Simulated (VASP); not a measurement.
# Nb (I4/mmm) in VASP: a series of runs

Runs on Nb. Level: r2SCAN. Tasks: single point.

Everything below comes from runs of VASP 6.6.1. Logs are shortened: lines on timing, memory, paths and dates and some standing lists are left out, and cuts for length are marked.

## Step 1: The cell of the first run

Symmetry: I4/mmm, No. 139, tetragonal system. The conventional cell has a = 2.871 Å, b = 2.871 Å, c = 4.230 Å, α = 90.00°, β = 90.00°, γ = 90.00°. Within 3.8 Å of Nb (site symmetry 4/mmm) lie 12 Nb at 2.87 to 2.93 Å.

## Step 2: Single point, r2SCAN (strain -0.040 along x and y, +0.000 along z)

Contents of POSCAR:

```
Nb
1.0
    0.0000000000      2.0304000000      2.1150000000
    2.0304000000      0.0000000000      2.1150000000
    2.0304000000      2.0304000000      0.0000000000
Nb
1
Direct
    0.0000000000      0.0000000000      0.0000000000
```

Contents of INCAR.step1:

```
ALGO = Normal
EDIFF = 1E-4
ENCUT = 520
GGA = PE
ISMEAR = 0
LASPH = T
LCHARG = F
LREAL = F
LWAVE = T
NBANDS = 12
NELM = 100
PREC = Accurate
SIGMA = 0.15
```

Contents of INCAR.step2:

```
ALGO = Normal
EDIFF = 1E-7
ENCUT = 520
ISIF = 2
ISMEAR = 0
ISTART = 1
LASPH = T
LCHARG = F
LMIXTAU = T
LREAL = F
LWAVE = F
METAGGA = R2SCAN
NBANDS = 12
NELM = 100
PREC = Accurate
SIGMA = 0.15
```

Contents of KPOINTS:

```
k-points
0
Gamma
  20 20 20
```

Potentials or basis: VASP PAW PBE potentials, release 64 (Nb_sv).

Launch:

```bash
$ cat potpaw_PBE.64/Nb_sv/POTCAR > POTCAR
$ cp INCAR.step1 INCAR
$ mpirun -np 1 vasp_std > vasp.out
$ cp INCAR.step2 INCAR
$ mpirun -np 1 vasp_std > vasp.out
```

OUTCAR:

```text
EDIFF = 1E-7
   ENCUT = 520
   ISIF = 2
   ISMEAR = 0
   ISTART = 1
   LASPH = T
   LREAL = F
   METAGGA = R2SCAN
   NELM = 100
   PREC = Accurate

 ion  position               nearest neighbor table
   1  0.000  0.000  0.000-

  LATTYP: Found a body centered tetragonal cell.
 ALAT       =     2.8714192170
 C/A-ratio  =     1.4731391275

  Lattice vectors:

 A1 = (  -2.0304000000,   0.0000000000,   2.1150000000)
 A2 = (   2.0304000000,   0.0000000000,   2.1150000000)
 A3 = (   0.0000000000,   2.0304000000,  -2.1150000000)

Analysis of symmetry for initial positions (statically):
=====================================================================
 Subroutine PRICEL returns:
 Original cell was already a primitive cell.

 Routine SETGRP: Setting up the symmetry group for a
 body centered tetragonal supercell.

 Subroutine GETGRP returns: Found 16 space group operations
 (whereof 16 operations were pure point group operations)
 out of a pool of 16 trial point group operations.

The static configuration has the point symmetry D_4h.

Analysis of symmetry for dynamics (positions and initial velocities):
=====================================================================
 Subroutine PRICEL returns:
 Original cell was already a primitive cell.

 Routine SETGRP: Setting up the symmetry group for a
 body centered tetragonal supercell.

 Subroutine GETGRP returns: Found 16 space group operations
 (whereof 16 operations were pure point group operations)
 out of a pool of 16 trial point group operations.

The dynamic configuration has the point symmetry D_4h.

 Subroutine INISYM returns: Found 16 space group operations
 (whereof 16 operations are pure point group operations),
 and found     1 'primitive' translations

----------------------------------------------------------------------------------------

                                     Primitive cell

  volume of cell :      17.4383

  direct lattice vectors                    reciprocal lattice vectors
     0.000000000  2.030400000  2.115000000    -0.246256895  0.246256895  0.236406619
     2.030400000  0.000000000  2.115000000     0.246256895 -0.246256895  0.236406619
     2.030400000  2.030400000  0.000000000     0.246256895  0.246256895 -0.236406619

  length of vectors
     2.931850808  2.931850808  2.871419217     0.420919240  0.420919240  0.420919240

  position of ions in fractional coordinates (direct lattice)
     0.000000000  0.000000000  0.000000000

  ion indices of the primitive-cell ions
   primitive index   ion index
                 1           1

----------------------------------------------------------------------------------------

 KPOINTS: k-points

Automatic generation of k-mesh.
 Grid dimensions read from file:
 generate k-points for:   20   20   20

 Generating k-lattice:

  Cartesian coordinates                     Fractional coordinates (reciprocal lattice)
    -0.012312845  0.012312845  0.011820331     0.050000000 -0.000000000  0.000000000
     0.012312845 -0.012312845  0.011820331    -0.000000000  0.050000000  0.000000000
     0.012312845  0.012312845 -0.011820331     0.000000000  0.000000000  0.050000000

  Length of vectors
     0.021045962  0.021045962  0.021045962

  Shift w.r.t. Gamma in fractional coordinates (k-lattice)
     0.000000000  0.000000000  0.000000000

 Subroutine IBZKPT returns following result:
 ===========================================

 Found    641 irreducible k-points:

 Following reciprocal coordinates:
            Coordinates               Weight
  0.000000  0.000000  0.000000      1.000000
  0.050000 -0.000000  0.000000      8.000000
  0.100000 -0.000000  0.000000      8.000000
  0.150000 -0.000000  0.000000      8.000000
  0.200000 -0.000000  0.000000      8.000000
  0.250000 -0.000000  0.000000      8.000000
[... 16 lines left out ...]
 -0.400000  0.050000  0.000000      8.000000
 -0.350000  0.050000  0.000000      8.000000
 [... further k-points ...]
   k-points           NKPTS =    641   k-points in BZ     NKDIM =    641   number of bands    NBANDS=     12
   number of dos      NEDOS =    301   number of ions     NIONS =      1
   total plane-waves  NPLWV =  13824
   dimension x,y,z NGX =    24 NGY =   24 NGZ =   24
   dimension x,y,z NGXF=    48 NGYF=   48 NGZF=   48
   ions per type =               1
   NGX,Y,Z   is equivalent  to a cutoff of  13.61, 13.61, 13.90 a.u.
   NGXF,Y,Z  is equivalent  to a cutoff of  27.22, 27.22, 27.79 a.u.
 SYSTEM =  unknown system
   PREC   = accura    normal or accurate (medium, high low for compatibility)
   ISTART =      1    job   : 0-new  1-cont  2-samecut
   ICHARG =      0    charge: 1-file 2-atom 10-const
   ISPIN  =      1    spin polarized calculation?
   LNONCOLLINEAR =      F non collinear calculations
   LSORBIT =      F    spin-orbit coupling
   LASPH  =      T    aspherical Exc in radial PAW
   ENCUT  =  520.0 eV  38.22 Ry    6.18 a.u.   5.45  5.45  5.34*2*pi/ulx,y,z
   NELM   =    100;   NELMIN=  2; NELMDL=  0     # of ELM steps
   EDIFF  = 0.1E-06   stopping-criterion for ELM
   LREAL  =      F    real-space projection
   EDIFFG = 0.1E-05   stopping-criterion for IOM
   NSW    =      0    number of steps for IOM
   IBRION =     -1    ionic relax: 0-MD 1-quasi-New 2-CG
   NFREE  =      0    steps in history (QN), initial steepest desc. (CG)
   ISIF   =      2    stress and relaxation
   ISYM   =      2    0-nonsym 1-usesym 2-fastsym
   POTIM  = 0.5000    time-step for ionic-motion
   TEBEG  =    0.0;   TEEND  =   0.0 temperature during run
   PSTRESS=    0.0 pullay stress
   NELECT =      13.0000    total number of electrons
   NUPDOWN=      -1.0000    fix difference up-down
   EMIN   =  10.00;   EMAX   =-10.00  energy-range for DOS
   EFERMI =   0.00;   METHOD = LEGACY
   ISMEAR =     0;   SIGMA  =   0.15  broadening in eV -4-tet -1-fermi 0-gaus
   EFERMI_NEDOS =   21; number of points for ismear=-14 and -15
   IALGO  =     38    algorithm
   IMIX   =      4    mixing-type and parameters
     AMIX     =   0.40;   BMIX     =  1.00
     AMIX_MAG =   1.60;   BMIX_MAG =  1.00
  volume/ion in A,a.u.               =      17.44       117.68
  Fermi-wavevector in a.u.,A,eV,Ry     =   1.484413  2.805134 29.980193  2.203482
  Thomas-Fermi vector in A             =   2.597953
   LORBIT       =      0    0 simple, 1 ext, 2 COOP (PROOUT), +10 PAW based schemes
   METAGGA = R2SCAN    functional components
   LHFCALC =     F    Hartree Fock is set to
   AEXX    =    0.0000 exact exchange contribution
   IVDW    =     0    specifies the selected vdW correction
   LEPSILON=     F    determine dielectric tensor
   LRPA    =     F    only Hartree local field effects (RPA)
 non-spin polarized calculation
 Gauss-broadening in eV      SIGMA  =   0.15
  energy-cutoff  :      520.00
  volume of cell :       17.44
 maximum number of plane-waves:       489
 NGX is ok and might be reduce to    24
   NGX = 11   NGY = 11   NGZ = 11

 number of electron      13.0000000 magnetization

 Free energy of the ion-electron system (eV)
  ---------------------------------------------------
  ext. energy  EPLUGINS =         0.00000000
  ---------------------------------------------------
  free energy    TOTEN  =       -24.49218374 eV

  energy without entropy =      -24.47833144  energy(sigma->0) =      -24.48525759

 E-fermi :  12.0172     XC(G=0): -13.8055

 val. band max:       12.0148203169   @ k =  -0.2500   0.3500   0.2500
 cond. band min:      12.0182452020   @ k =  -0.3500   0.2000   0.1000
 fundamental gap:      0.0034248851
 Fermi energy:        12.0171734378

 k-point     1 :       0.0000    0.0000    0.0000
  band No.  band energies     occupation
      1     -44.5258      2.00000
      2     -19.0132      2.00000
      3     -18.9903      2.00000
      4     -18.9903      2.00000
      5       5.2648      2.00000
      6      11.7245      1.99420
      7      12.3178      0.00460
      8      12.3178      0.00460
      9      14.7891      0.00000
     10      15.5948      0.00000
     11      24.3517      0.00000
     12      28.9709      0.00000

 k-point     2 :       0.0500   -0.0000    0.0000
  band No.  band energies     occupation
      1     -44.5190      2.00000
      2     -19.0429      2.00000
      3     -19.0090      2.00000
      4     -18.9942      2.00000
      5       5.3719      2.00000
      6      11.7308      1.99306
      7      12.2686      0.01777
      8      12.3679      0.00095
      9      14.7499      0.00000
     10      15.5373      0.00000
     11      24.5752      0.00000
     12      28.9383      0.00000

 k-point     3 :       0.1000   -0.0000    0.0000
  band No.  band energies     occupation
      1     -44.4991      2.00000
      2     -19.1622      2.00000
      3     -19.0294      2.00000
      4     -19.0057      2.00000
      5       5.6816      2.00000
      6      11.6653      1.99909
      7      12.2217      0.05383
      8      12.5058      0.00000
      9      14.6626      0.00000
     10      15.3909      0.00000
     11      25.1892      0.00000
     12      28.3560      0.00000
[... 286 lines left out ...]
 k-point    23 :      -0.4000    0.0500    0.0000
  band No.  band energies     occupation
      1     -44.2552      2.00000
      2     -20.4941      2.00000
      3     -19.2698      2.00000
      4     -19.1335      2.00000
      5       7.8041      2.00000
      6      11.6543      1.99938
      7      12.4032      0.00027
      8      12.8422      0.00000
      9      16.6502      0.00000
     10      17.5321      0.00000
     11      23.7430      0.00000
     12      25.8022      0.00000

 k-point    24 :      -0.3500    0.0500    0.0000
  band No.  band energies     occupation
      1     -44.2830      2.00000
      2     -20.3524      2.00000
      3     -19.2499      2.00000
      4     -19.1126      2.00000
      5       7.8290      2.00000
      6      11.8196      1.93754
      7      12.1551      0.19350
      8      12.5396      0.00000
      9      16.0955      0.00000
     10      17.0156      0.00000
     11      23.9211      0.00000
     12      27.1119      0.00000

 [... further k-points ...]

------------------------ aborting loop because EDIFF is reached ----------------------------------------

  FORCE on cell =-STRESS in cart. coord.  units (eV):
  Direction    XX          YY          ZZ          XY          YZ          ZX
  --------------------------------------------------------------------------------------
  -------------------------------------------------------------------------------------
  Total        0.9035219      0.9035219      2.2703479      0.0000000      0.0000000     -0.0000000
  in kB       83.0129170     83.0129170    208.5928500      0.0000000      0.0000000     -0.0000000
  external PRESSURE =     124.8728947 kB  Pullay stress =       0.0000000 kB

 VOLUME and BASIS-vectors are now :
 -----------------------------------------------------------------------------
  energy-cutoff  :      520.00
  volume of cell :       17.44
      direct lattice vectors                 reciprocal lattice vectors
     0.000000000  2.030400000  2.115000000    -0.246256895  0.246256895  0.236406619
     2.030400000  0.000000000  2.115000000     0.246256895 -0.246256895  0.236406619
     2.030400000  2.030400000  0.000000000     0.246256895  0.246256895 -0.236406619

 POSITION                                       TOTAL-FORCE (eV/Angst)
 -----------------------------------------------------------------------------------
      0.00000      0.00000      0.00000         0.000000      0.000000      0.000000
 -----------------------------------------------------------------------------------
    total drift:                                0.000000      0.000000     -0.000000

  FREE ENERGIE OF THE ION-ELECTRON SYSTEM (eV)
  ---------------------------------------------------
  free  energy   TOTEN  =       -24.4921837398 eV

  energy  without entropy=      -24.4783314433  energy(sigma->0) =      -24.48525759
```

It took 2.8 min on 1 thread of Intel Xeon 6975P-C (Granite Rapids), shared host; peak memory 0.25 GiB.

What came out:

```yaml
Free_energy: -24.4922 eV
Pressure: 12.5 GPa
Band_gap_on_the_k_mesh: zero (an odd number of electrons rules out a gap without spin polarisation)
```

Stress tensor (GPa, compression positive):
```
 8.30  0.00  0.00
 0.00  8.30  0.00
 0.00  0.00 20.86
```

Caveat: the cell differs from its parent crystal (strain -0.040 along x and y, +0.000 along z); the cell stands under pressure; the PAW data sets were made with another functional, which shifts forces and pressure a little.

(Continued in part 2 of 2.)
